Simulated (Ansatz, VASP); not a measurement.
## BeZn2TeS2: VASP beside Ansatz

```
CELL_PARAMETERS angstrom
4.78157 0.00000 0.00000
-2.39078 4.14096 0.00000
0.00000 0.00000 5.33919
ATOMIC_POSITIONS crystal
Be 0.00000 0.00000 0.50000
Zn 0.33333 0.66667 0.50000
Zn 0.66667 0.33333 0.50000
Te 0.00000 0.00000 0.00000
S 0.33333 0.66667 0.00000
S 0.66667 0.33333 0.00000
```

Alike in both runs: functional PBE; k mesh 12 × 12 × 8; occupations gaussian, width 0.1 eV; no spin polarisation.

Ansatz relaxed the structure, and its values are those at the end. VASP's run is a single point on that final structure, the one shown.

|  | VASP | Ansatz |
| --- | --- | --- |
| version | VASP 6.6.1 | Ansatz 0.2.0 |
| potentials or method | VASP PAW PBE potentials, release 64 (Be, Zn, Te, S), cutoff 520 eV | scalar-relativistic, plane waves, PAW |
| valence electrons in the cell | 44 | 54 |

```csv
,VASP,Ansatz,Ansatz less VASP
gap on the k mesh at the Fermi level (eV),none,none,-
pressure (GPa),0.0,0.0,+0.05
```

A gap of «none» marks a metal or a gap that the smearing closes. The functional is the same, so the differences come from potentials, cutoffs and numerics. VASP's potentials hold 44 valence electrons a cell and Ansatz's 54, so a difference there can come from the potentials and not from the codes.

Neither program's run includes spin-orbit coupling.
